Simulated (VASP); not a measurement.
# GaS3 (Pm-3m) in VASP: single point with PBE

Aim: the single point of GaS3 with PBE.

All numbers are computed with VASP 6.6.1; they aren't measurements. Logs are shortened: lines on timing, memory, paths and dates and some standing lists are left out, and cuts for length are marked.

### Step 1. The cell of the first run

It takes space group Pm-3m (No. 221, cubic). Conventional cell: a = 4.104 Å, b = 4.104 Å, c = 4.104 Å, α = 90.00°, β = 90.00°, γ = 90.00°. Ga (site symmetry m-3m) has 12 S at 2.90 Å within 3.8 Å. S (site symmetry 4/mmm) has 4 Ga at 2.90 Å and 8 S at 2.90 Å within 3.8 Å.

### Step 2. Single point, PBE

POSCAR

```
GaS3
1.0
    4.1039558868      0.0000000000      0.0000000000
    0.0000000000      4.1039558868      0.0000000000
    0.0000000000      0.0000000000      4.1039558868
Ga S
1 3
Direct
    0.0000000000      0.0000000000      0.0000000000
    0.5000000000      0.5000000000      0.0000000000
    0.5000000000      0.0000000000      0.5000000000
    0.0000000000      0.5000000000      0.5000000000
```

INCAR.step1

```
PREC = Accurate
ENCUT = 520
EDIFF = 1E-7
ISMEAR = 0
SIGMA = 0.1
LREAL = False
LASPH = True
NELM = 100
ALGO = Normal
ISIF = 2
LWAVE = False
LCHARG = True
GGA = PE
NBANDS = 24
```

KPOINTS.step1

```
regular mesh
0
Gamma
  12 12 12
```

INCAR.step2

```
PREC = Accurate
ENCUT = 520
EDIFF = 1E-7
ISMEAR = -5
SIGMA = 0.1
LREAL = False
LASPH = True
NELM = 100
ALGO = Normal
ISIF = 2
LWAVE = False
LCHARG = False
GGA = PE
LORBIT = 10
NBANDS = 24
NEDOS = 1001
ICHARG = 11
```

KPOINTS.step2

```
regular mesh
0
Gamma
  18 18 18
```

Potentials or basis: VASP PAW PBE potentials, release 64 (Ga_d, S).

On the command line:

```bash
> cat potpaw_PBE.64/Ga_d/POTCAR potpaw_PBE.64/S/POTCAR > POTCAR
> cp INCAR.step1 INCAR
> cp KPOINTS.step1 KPOINTS
> mpirun -np 1 vasp_std > vasp.out
> cp INCAR.step2 INCAR
> cp KPOINTS.step2 KPOINTS
> mpirun -np 1 vasp_std > vasp.out
```

OUTCAR:

```text
PREC = Accurate
   ENCUT = 520
   EDIFF = 1E-7
   ISMEAR = -5
   LREAL = False
   LASPH = True
   NELM = 100
   ISIF = 2
   GGA = PE
   LORBIT = 10
   ICHARG = 11

 ion  position               nearest neighbor table
   1  0.000  0.000  0.000-
   2  0.500  0.500  0.000-
   3  0.500  0.000  0.500-
   4  0.000  0.500  0.500-

  LATTYP: Found a simple cubic cell.
 ALAT       =     4.1039558868

  Lattice vectors:

 A1 = (   4.1039558868,   0.0000000000,   0.0000000000)
 A2 = (   0.0000000000,   4.1039558868,   0.0000000000)
 A3 = (   0.0000000000,   0.0000000000,   4.1039558868)

Analysis of symmetry for initial positions (statically):
=====================================================================
 Subroutine PRICEL returns:
 Original cell was already a primitive cell.

 Routine SETGRP: Setting up the symmetry group for a
 simple cubic supercell.

 Subroutine GETGRP returns: Found 48 space group operations
 (whereof 48 operations were pure point group operations)
 out of a pool of 48 trial point group operations.

The static configuration has the point symmetry O_h .

Analysis of symmetry for dynamics (positions and initial velocities):
=====================================================================
 Subroutine PRICEL returns:
 Original cell was already a primitive cell.

 Routine SETGRP: Setting up the symmetry group for a
 simple cubic supercell.

 Subroutine GETGRP returns: Found 48 space group operations
 (whereof 48 operations were pure point group operations)
 out of a pool of 48 trial point group operations.

The dynamic configuration has the point symmetry O_h .

 Subroutine INISYM returns: Found 48 space group operations
 (whereof 48 operations are pure point group operations),
 and found     1 'primitive' translations

----------------------------------------------------------------------------------------

                                     Primitive cell

  volume of cell :      69.1207

  direct lattice vectors                    reciprocal lattice vectors
     4.103955887  0.000000000  0.000000000     0.243667336  0.000000000  0.000000000
     0.000000000  4.103955887  0.000000000     0.000000000  0.243667336  0.000000000
     0.000000000  0.000000000  4.103955887     0.000000000  0.000000000  0.243667336

  length of vectors
     4.103955887  4.103955887  4.103955887     0.243667336  0.243667336  0.243667336

  position of ions in fractional coordinates (direct lattice)
     0.000000000  0.000000000  0.000000000
     0.500000000  0.500000000  0.000000000
     0.500000000  0.000000000  0.500000000
     0.000000000  0.500000000  0.500000000

  ion indices of the primitive-cell ions
   primitive index   ion index
                 1           1
                 2           2
                 3           3
                 4           4

----------------------------------------------------------------------------------------

 KPOINTS: regular mesh

Automatic generation of k-mesh.
 Grid dimensions read from file:
 generate k-points for:   18   18   18

 Generating k-lattice:

  Cartesian coordinates                     Fractional coordinates (reciprocal lattice)
     0.013537074  0.000000000  0.000000000     0.055555556  0.000000000  0.000000000
     0.000000000  0.013537074  0.000000000     0.000000000  0.055555556  0.000000000
     0.000000000  0.000000000  0.013537074     0.000000000  0.000000000  0.055555556

  Length of vectors
     0.013537074  0.013537074  0.013537074

  Shift w.r.t. Gamma in fractional coordinates (k-lattice)
     0.000000000  0.000000000  0.000000000

 TETIRR: Found   2900 inequivalent tetrahedra from    34992

 Subroutine IBZKPT returns following result:
 ===========================================

 Found    220 irreducible k-points:

 Following reciprocal coordinates:
            Coordinates               Weight
  0.000000  0.000000  0.000000      1.000000
  0.055556  0.000000  0.000000      6.000000
  0.111111  0.000000  0.000000      6.000000
  0.166667  0.000000  0.000000      6.000000
  0.222222  0.000000  0.000000      6.000000
  0.277778  0.000000  0.000000      6.000000
[... 16 lines left out ...]
  0.277778  0.111111  0.000000     24.000000
  0.333333  0.111111  0.000000     24.000000
 [... further k-points ...]
   k-points           NKPTS =    220   k-points in BZ     NKDIM =    220   number of bands    NBANDS=     24
   number of dos      NEDOS =   1001   number of ions     NIONS =      4
   total plane-waves  NPLWV =  32768
   dimension x,y,z NGX =    32 NGY =   32 NGZ =   32
   dimension x,y,z NGXF=    64 NGYF=   64 NGZF=   64
   ions per type =               1   3
   NGX,Y,Z   is equivalent  to a cutoff of  12.96, 12.96, 12.96 a.u.
   NGXF,Y,Z  is equivalent  to a cutoff of  25.93, 25.93, 25.93 a.u.
 SYSTEM =  unknown system
   PREC   = accura    normal or accurate (medium, high low for compatibility)
   ISTART =      0    job   : 0-new  1-cont  2-samecut
   ICHARG =     11    charge: 1-file 2-atom 10-const
   ISPIN  =      1    spin polarized calculation?
   LNONCOLLINEAR =      F non collinear calculations
   LSORBIT =      F    spin-orbit coupling
   LASPH  =      T    aspherical Exc in radial PAW
   ENCUT  =  520.0 eV  38.22 Ry    6.18 a.u.   7.63  7.63  7.63*2*pi/ulx,y,z
   NELM   =    100;   NELMIN=  2; NELMDL=  0     # of ELM steps
   EDIFF  = 0.1E-06   stopping-criterion for ELM
   LREAL  =      F    real-space projection
   EDIFFG = 0.1E-05   stopping-criterion for IOM
   NSW    =      0    number of steps for IOM
   IBRION =     -1    ionic relax: 0-MD 1-quasi-New 2-CG
   NFREE  =      0    steps in history (QN), initial steepest desc. (CG)
   ISIF   =      2    stress and relaxation
   ISYM   =      2    0-nonsym 1-usesym 2-fastsym
   POTIM  = 0.5000    time-step for ionic-motion
   TEBEG  =    0.0;   TEEND  =   0.0 temperature during run
   PSTRESS=    0.0 pullay stress
   NELECT =      31.0000    total number of electrons
   NUPDOWN=      -1.0000    fix difference up-down
   EMIN   =  10.00;   EMAX   =-10.00  energy-range for DOS
   EFERMI =   0.00;   METHOD = LEGACY
   ISMEAR =    -5;   SIGMA  =   0.10  broadening in eV -4-tet -1-fermi 0-gaus
   EFERMI_NEDOS =   21; number of points for ismear=-14 and -15
   IALGO  =     38    algorithm
   IMIX   =      4    mixing-type and parameters
     AMIX     =   0.40;   BMIX     =  1.00
     AMIX_MAG =   1.60;   BMIX_MAG =  1.00
  volume/ion in A,a.u.               =      17.28       116.61
  Fermi-wavevector in a.u.,A,eV,Ry     =   1.253120  2.368054 21.365366  1.570310
  Thomas-Fermi vector in A             =   2.386988
   LORBIT       =     10    0 simple, 1 ext, 2 COOP (PROOUT), +10 PAW based schemes
   GGA     = PE    functional components
   LHFCALC =     F    Hartree Fock is set to
   AEXX    =    0.0000 exact exchange contribution
   IVDW    =     0    specifies the selected vdW correction
   LEPSILON=     F    determine dielectric tensor
   LRPA    =     F    only Hartree local field effects (RPA)
 non-spin polarized calculation
 Fermi weights with tetrahedron method with Bloechl corrections
  energy-cutoff  :      520.00
  volume of cell :       69.12
 maximum number of plane-waves:      1881
 NGX is ok and might be reduce to    32

 number of electron      30.9999995 magnetization

 Free energy of the ion-electron system (eV)
  ---------------------------------------------------
  ext. energy  EPLUGINS =         0.00000000
  ---------------------------------------------------
  free energy    TOTEN  =       -12.21036801 eV

  energy without entropy =      -12.21036801  energy(sigma->0) =      -12.21036801

 E-fermi :   6.3799     XC(G=0): -10.8970

 val. band max:        6.4494768487   @ k =   0.5000   0.5000   0.2778
 cond. band min:       6.3410490943   @ k =   0.5000   0.2222   0.1667
 fundamental gap:     -0.1084277544
 Fermi energy:         6.3798975378

 k-point     1 :       0.0000    0.0000    0.0000
  band No.  band energies     occupation
      1      -9.1840      2.00000
      2      -8.1995      2.00000
      3      -8.1995      2.00000
      4      -8.1557      2.00000
      5      -8.1557      2.00000
      6      -8.1557      2.00000
[... 16 lines left out ...]
     23      12.9127      0.00000
     24      12.9127      0.00000

 k-point     2 :       0.0556    0.0000    0.0000
  band No.  band energies     occupation
      1      -9.1633      2.00000
      2      -8.1990      2.00000
      3      -8.1988      2.00000
      4      -8.1561      2.00000
      5      -8.1561      2.00000
      6      -8.1556      2.00000
[... 16 lines left out ...]
     23      12.9354      0.00000
     24      12.9357      0.00000

 k-point     3 :       0.1111    0.0000    0.0000
  band No.  band energies     occupation
      1      -9.1014      2.00000
      2      -8.1974      2.00000
      3      -8.1967      2.00000
      4      -8.1574      2.00000
      5      -8.1574      2.00000
      6      -8.1556      2.00000
[... 16 lines left out ...]
     23      13.0032      0.00000
     24      13.0101      0.00000

 k-point     4 :       0.1667    0.0000    0.0000
  band No.  band energies     occupation
      1      -8.9995      2.00000
      2      -8.1950      2.00000
      3      -8.1935      2.00000
      4      -8.1594      2.00000
      5      -8.1594      2.00000
      6      -8.1555      2.00000
[... 16 lines left out ...]
     23      13.1167      0.00000
     24      13.1464      0.00000

 k-point     5 :       0.2222    0.0000    0.0000
  band No.  band energies     occupation
      1      -8.8594      2.00000
      2      -8.1917      2.00000
      3      -8.1895      2.00000
      4      -8.1618      2.00000
      5      -8.1618      2.00000
      6      -8.1553      2.00000
[... 16 lines left out ...]
     23      13.3826      0.00000
     24      13.7099      0.00000

 k-point     6 :       0.2778    0.0000    0.0000
  band No.  band energies     occupation
      1      -8.6850      2.00000
      2      -8.1877      2.00000
      3      -8.1853      2.00000
      4      -8.1644      2.00000
      5      -8.1644      2.00000
      6      -8.1552      2.00000
[... 16 lines left out ...]
     23      13.7185      0.00000
     24      14.3921      0.00000
[... 379 lines left out ...]
 k-point    21 :       0.1667    0.1111    0.0000
  band No.  band energies     occupation
      1      -8.9195      2.00000
      2      -8.1925      2.00000
      3      -8.1917      2.00000
      4      -8.1595      2.00000
      5      -8.1593      2.00000
      6      -8.1571      2.00000
[... 16 lines left out ...]
     23      13.6165      0.00000
     24      13.7037      0.00000

 k-point    22 :       0.2222    0.1111    0.0000
  band No.  band energies     occupation
      1      -8.7821      2.00000
      2      -8.1900      2.00000
      3      -8.1878      2.00000
      4      -8.1616      2.00000
      5      -8.1596      2.00000
      6      -8.1570      2.00000
[... 16 lines left out ...]
     23      13.8642      0.00000
     24      13.9196      0.00000

 k-point    23 :       0.2778    0.1111    0.0000
  band No.  band energies     occupation
      1      -8.6128      2.00000
      2      -8.1880      2.00000
      3      -8.1834      2.00000
      4      -8.1642      2.00000
      5      -8.1568      2.00000
      6      -8.1565      2.00000
[... 16 lines left out ...]
     23      14.0294      0.00000
     24      14.2856      0.00000

 k-point    24 :       0.3333    0.1111    0.0000
  band No.  band energies     occupation
      1      -8.4250      2.00000
      2      -8.1871      2.00000
      3      -8.1792      2.00000
      4      -8.1665      2.00000
      5      -8.1566      2.00000
      6      -8.1423      2.00000
[... 16 lines left out ...]
     23      14.5235      0.00000
     24      14.8589      0.00000

 [... further k-points ...]

------------------------ aborting loop because EDIFF is reached ----------------------------------------

  FORCE on cell =-STRESS in cart. coord.  units (eV):
  Direction    XX          YY          ZZ          XY          YZ          ZX
  --------------------------------------------------------------------------------------
  -------------------------------------------------------------------------------------
  Total        0.2869375      0.2869375      0.2869375      0.0000000     -0.0000000      0.0000000
  in kB        6.6510451      6.6510451      6.6510451      0.0000000     -0.0000000      0.0000000
  external PRESSURE =       6.6510451 kB  Pullay stress =       0.0000000 kB

 VOLUME and BASIS-vectors are now :
 -----------------------------------------------------------------------------
  energy-cutoff  :      520.00
  volume of cell :       69.12
      direct lattice vectors                 reciprocal lattice vectors
     4.103955887  0.000000000  0.000000000     0.243667336  0.000000000  0.000000000
     0.000000000  4.103955887  0.000000000     0.000000000  0.243667336  0.000000000
     0.000000000  0.000000000  4.103955887     0.000000000  0.000000000  0.243667336

 POSITION                                       TOTAL-FORCE (eV/Angst)
 -----------------------------------------------------------------------------------
      0.00000      0.00000      0.00000         0.000000      0.000000      0.000000
      2.05198      2.05198      0.00000         0.000000      0.000000      0.000000
      2.05198      0.00000      2.05198         0.000000      0.000000      0.000000
      0.00000      2.05198      2.05198         0.000000      0.000000      0.000000
 -----------------------------------------------------------------------------------
    total drift:                                0.000000     -0.000000     -0.000000

  FREE ENERGIE OF THE ION-ELECTRON SYSTEM (eV)
  ---------------------------------------------------
  free  energy   TOTEN  =       -12.2103680146 eV

  energy  without entropy=      -12.2103680146  energy(sigma->0) =      -12.21036801

 total charge

# of ion       s       p       d       tot
------------------------------------------
    1        1.067   0.331   9.982  11.380
    2        1.425   2.086   0.000   3.511
    3        1.425   2.086   0.000   3.511
    4        1.425   2.086   0.000   3.511
--------------------------------------------------
tot          5.343   6.588   9.982  21.912
```

It took 95 s on 1 thread of Intel Xeon 6975P-C (Granite Rapids), shared host; peak memory 0.39 GiB.

Results:

* Valence electrons inside the program's atomic spheres: Ga 11.38; S 3.51

Levels at points of the mesh, in eV from the Fermi level:
```tsv
k point	band 12	band 13	band 14	band 15	band 16	band 17	band 18	band 19	band 20	band 21
(0.00, 0.00, 0.00)	-3.53	-1.05	-1.05	-1.05	0.71	0.71	0.71	5.87	5.87	6.52
(0.50, 0.00, 0.00)	-3.13	-3.13	-2.30	-1.99	0.47	0.47	1.34	2.64	5.00	5.00
(0.50, 0.50, 0.00)	-3.02	-2.57	-2.43	-2.43	-0.26	1.27	1.34	2.16	6.00	6.00
(0.50, 0.50, 0.50)	-6.24	-4.68	1.40	1.40	1.40	1.43	1.43	7.81	7.81	7.81
```

Caveat: tetrahedron occupations give inexact forces and stress in metals.
